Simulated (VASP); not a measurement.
Runs of VASP 6.6.1 on LiF. The structure is that of space group Fm-3m (No. 225), or close to it. The cells are those of the table. 

```tsv
level	cell	k mesh	smearing	gap on the mesh (eV)
r2SCAN	a = 2.814, b = 2.814, c = 2.765 Å, angles 60.6, 60.6, 58.9°, 2 atoms	10 × 10 × 10	gaussian 0.01 eV	10.76
r2SCAN	a = 2.809, b = 2.809, c = 2.708 Å, angles 61.2, 61.2, 57.6°, 2 atoms	10 × 10 × 10	gaussian 0.01 eV	(a)
r2SCAN	a = 2.826, b = 2.826, c = 2.849 Å, angles 59.7, 59.7, 60.5°, 2 atoms	10 × 10 × 10	gaussian 0.01 eV	10.40
PBE	a = 2.809, b = 2.809, c = 2.708 Å, angles 61.2, 61.2, 57.6°, 2 atoms	6 × 6 × 6	gaussian 0.01 eV	9.73
PBE	a = 2.817, b = 2.817, c = 2.793 Å, angles 60.3, 60.3, 59.4°, 2 atoms	10 × 10 × 10	fermi-dirac 0.02 eV	9.44
PBE	a = 2.817, b = 2.817, c = 2.793 Å, angles 60.3, 60.3, 59.4°, 2 atoms	6 × 6 × 6	gaussian 0.01 eV	9.44
PBE	a = 2.832, b = 2.832, c = 2.878 Å, angles 59.5, 59.5, 61.1°, 2 atoms	10 × 10 × 10	fermi-dirac 0.02 eV	9.07
PBE	a = 2.809, b = 2.809, c = 2.708 Å, angles 61.2, 61.2, 57.6°, 2 atoms	10 × 10 × 10	fermi-dirac 0.02 eV	9.73
PBE	a = 2.811, b = 2.811, c = 2.737 Å, angles 60.9, 60.9, 58.3°, 2 atoms	10 × 10 × 10	fermi-dirac 0.02 eV	(c)
r2SCAN	a = 2.811, b = 2.811, c = 2.737 Å, angles 60.9, 60.9, 58.3°, 2 atoms	10 × 10 × 10	gaussian 0.01 eV	(b)
PBE	a = 2.814, b = 2.814, c = 2.765 Å, angles 60.6, 60.6, 58.9°, 2 atoms	10 × 10 × 10	fermi-dirac 0.02 eV	9.54
r2SCAN	a = 2.832, b = 2.832, c = 2.878 Å, angles 59.5, 59.5, 61.1°, 2 atoms	10 × 10 × 10	gaussian 0.01 eV	10.25
```

Alike in all rows: task single point; potentials or basis VASP PAW PBE potentials, release 64 (Li_sv, F); no spin polarisation; cutoff (eV) 520.

Question: Fill in the values left out.

Answer: (a) 10.96; (b) 10.86; (c) 9.64.

Caveats: some runs use coarse meshes.

A k mesh can miss the band edges.
